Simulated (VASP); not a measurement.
CuMo3:

```
Cu Mo
1.0
     0.00000    3.35671    3.35671
     3.35671    0.00000    3.35671
     3.35671    3.35671    0.00000
Cu Mo
1 3
Direct
  0.00000 0.00000 0.00000
  0.25000 0.25000 0.25000
  0.75000 0.75000 0.75000
  0.50000 0.50000 0.50000
```

| Property | Result |
| --- | --- |
| Program | VASP 6.6.1 |
| Task | relaxation of cell and atoms |
| Functional | PBE |
| Potentials or basis | VASP PAW PBE potentials, release 64 (Cu, Mo_sv) |
| Cutoff | 600 eV |
| k mesh | 4 × 4 × 4 |
| Occupations | gaussian, width 0.1 eV |
| Spin | no spin polarisation |

At the start: pressure -30.8 GPa; volume 18.91 Å³/atom.

Task: How do energy, volume and symmetry change on relaxing?

Result: Over 5 steps the energy falls by 461.0 meV/atom and the volume is 15.02 Å³/atom (-20.6 %); space group Fm-3m (No. 225, to 0.05 Å).

The path:
| step | energy change (eV) | largest force (eV/Å) | pressure (GPa) | volume (Å³) |
| --- | --- | --- | --- | --- |
| 1 | 0.0000 | 0.0000 | -30.76 | 75.64 |
| 2 | 4.7426 | 0.0000 | 162.24 | 42.45 |
| 3 | -1.8223 | 0.0000 | -4.88 | 61.50 |
| 4 | -1.8412 | 0.0000 | -1.88 | 60.61 |
| 5 | -1.8441 | 0.0000 | 0.09 | 60.08 |

Final structure:
```
Cu Mo
1.0
     0.00000    3.10861    3.10861
     3.10861    0.00000    3.10861
     3.10861    3.10861    0.00000
Cu Mo
1 3
Direct
  0.00000 0.00000 0.00000
  0.25000 0.25000 0.25000
  0.75000 0.75000 0.75000
  0.50000 0.50000 0.50000
```

Caveat: the k points lie up to 0.44 Å⁻¹ apart in the final cell; the volume moved by over 15 % at a fixed basis, so the end points are rough.
